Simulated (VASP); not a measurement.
Input of a VASP 6.6.1 run:

File INCAR:

```
PREC = Accurate ; ENCUT = 520
EDIFF = 1E-6 ; ISMEAR = -1
SIGMA = 0.1 ; LREAL = F
LASPH = T ; NELM = 80
ALGO = Normal ; ISIF = 2
LWAVE = F ; LCHARG = F
GGA = PE ; NBANDS = 20
```

Contents of KPOINTS:

```
Automatic mesh
0
Gamma
  10 10 10
```

File POSCAR:

```
MgRe3
1.0
    0.0000000000      3.1145300000      3.1145300000
    3.1145300000      0.0000000000      3.1145300000
    3.1145300000      3.1145300000      0.0000000000
Mg Re
1 3
Direct
    0.0000000000      0.0000000000      0.0000000000
    0.2500000000      0.2500000000      0.2500000000
    0.5000000000      0.5000000000      0.5000000000
    0.7500000000      0.7500000000      0.7500000000
```

Potentials or basis: VASP PAW PBE potentials, release 64 (Mg, Re).

Launch:

```console
$ cat potpaw_PBE.64/Mg/POTCAR potpaw_PBE.64/Re/POTCAR > POTCAR
$ mpirun -np 1 vasp_std > vasp.out
```

**Question.** Estimate the band gap on the k mesh.

**Answer.** Zero (an odd number of electrons rules out a gap without spin polarisation).

**Question.** Predict the pressure.

**Answer.** -1.0 GPa.

Caveat: spin-orbit coupling is left out, which moves the levels of the heavy elements.
